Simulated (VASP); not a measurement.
Write the native input for VASP 6.6.1 that does the following.

```yaml
Task: single point
Functional: r2SCAN
Potentials_or_basis: VASP PAW PBE potentials, release 64 (Be, S)
Cutoff: 520 eV
k_mesh: 8 × 8 × 8
Occupations: gaussian, width 0.01 eV
Spin: no spin polarisation
Dipole_correction: no
Further_INCAR_settings: ALGO = Normal; EDIFF = 1e-06; NBANDS = 11
```

The system is BeS.

```
CELL_PARAMETERS angstrom
0.00000 2.43422 2.43422
2.43422 0.00000 2.43422
2.43422 2.43422 0.00000
ATOMIC_POSITIONS crystal
Be 0.00000 0.00000 0.00000
S 0.75000 0.75000 0.75000
```

The input as run:

POSCAR

```
BeS
1.0
    0.0000000000      2.4342241130      2.4342241130
    2.4342241130      0.0000000000      2.4342241130
    2.4342241130      2.4342241130      0.0000000000
Be S
1 1
Direct
    0.0000000000      0.0000000000      0.0000000000
    0.7500000000      0.7500000000      0.7500000000
```

INCAR.step1

```
PREC     = Accurate       # precision mode
ENCUT    = 520            # plane-wave cutoff, eV
ISMEAR   = 0              # smearing method
SIGMA    = 0.01           # smearing width, eV
LREAL    = False          # projectors in reciprocal space
LASPH    = True           # aspherical terms in the spheres
NELM     = 60             # most SCF steps
NBANDS   = 11             # bands
GGA      = PE             # functional
ALGO     = Normal         # electronic algorithm
EDIFF    = 1E-4           # SCF threshold, eV
LWAVE    = True           # write WAVECAR
LCHARG   = False          # write CHGCAR
```

INCAR.step2

```
PREC     = Accurate       # precision mode
ENCUT    = 520            # plane-wave cutoff, eV
EDIFF    = 1E-6           # SCF threshold, eV
ISMEAR   = 0              # smearing method
SIGMA    = 0.01           # smearing width, eV
LREAL    = False          # projectors in reciprocal space
LASPH    = True           # aspherical terms in the spheres
NELM     = 60             # most SCF steps
ALGO     = Normal         # electronic algorithm
ISIF     = 2              # what is computed and relaxed
LWAVE    = False          # write WAVECAR
LCHARG   = False          # write CHGCAR
METAGGA  = R2SCAN         # meta-GGA
LMIXTAU  = True         
NBANDS   = 11             # bands
ISTART   = 1
```

KPOINTS

```
regular mesh
0
Gamma
  8 8 8
```

Potentials or basis: VASP PAW PBE potentials, release 64 (Be, S).

Command:

```bash
$ cat potpaw_PBE.64/Be/POTCAR potpaw_PBE.64/S/POTCAR > POTCAR
$ cp INCAR.step1 INCAR
$ mpirun -np 1 vasp_std > vasp.out
$ cp INCAR.step2 INCAR
$ mpirun -np 1 vasp_std > vasp.out
```

Results of the run:

| Quantity | Value |
| --- | --- |
| Pressure | 0.3 GPa |
| Band gap on the k mesh | 3.60 eV, indirect (least direct gap 6.26 eV) |

Caveat: the PAW data sets were made with another functional, which shifts forces and pressure a little.

It took 28 s on 1 thread of Intel(R) Xeon(R) Platinum 8488C (Sapphire Rapids), on a shared host, peak memory 0.15 GiB.
